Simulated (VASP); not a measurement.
A run of VASP 6.6.1 is set up as follows.

Contents of POSCAR:

```
Nb
1.0
    3.3045701205      0.0000000000      0.0000000000
    0.0000000000      3.3045701205      0.0000000000
    0.0000000000      0.0000000000      3.3045701205
Nb
2
Direct
    0.0000000000      0.0000000000      0.0000000000
    0.5000000000      0.5000000000      0.5000000000
```

Contents of INCAR.step1:

```
PREC = Accurate
ENCUT = 520
ISMEAR = -1
SIGMA = 0.1
LREAL = False
LASPH = True
NELM = 60
NBANDS = 20
GGA = PE
ALGO = Normal
EDIFF = 1E-4
LWAVE = True
LCHARG = False
```

INCAR.step2

```
PREC = Accurate
ENCUT = 520
EDIFF = 1E-6
ISMEAR = -1
SIGMA = 0.1
LREAL = False
LASPH = True
NELM = 60
ALGO = Normal
ISIF = 2
LWAVE = False
LCHARG = False
METAGGA = R2SCAN
LMIXTAU = True
NBANDS = 20
ISTART = 1
```

Contents of KPOINTS:

```
Automatic mesh
0
Gamma
  14 14 14
```

Potentials or basis: VASP PAW PBE potentials, release 64 (Nb_sv).

Launch:

```bash
$ cat potpaw_PBE.64/Nb_sv/POTCAR > POTCAR
$ cp INCAR.step1 INCAR
$ mpirun -np 1 vasp_std > vasp.out
$ cp INCAR.step2 INCAR
$ mpirun -np 1 vasp_std > vasp.out
```

(1) Predict the pressure.

(2) What does it give for the band gap on the k mesh?

Results:

(1) -0.2 GPa.

(2) zero (bands 13 and 14 overlap by 3.53 eV).

Caveat: the PAW data sets were made with another functional, which shifts forces and pressure a little.
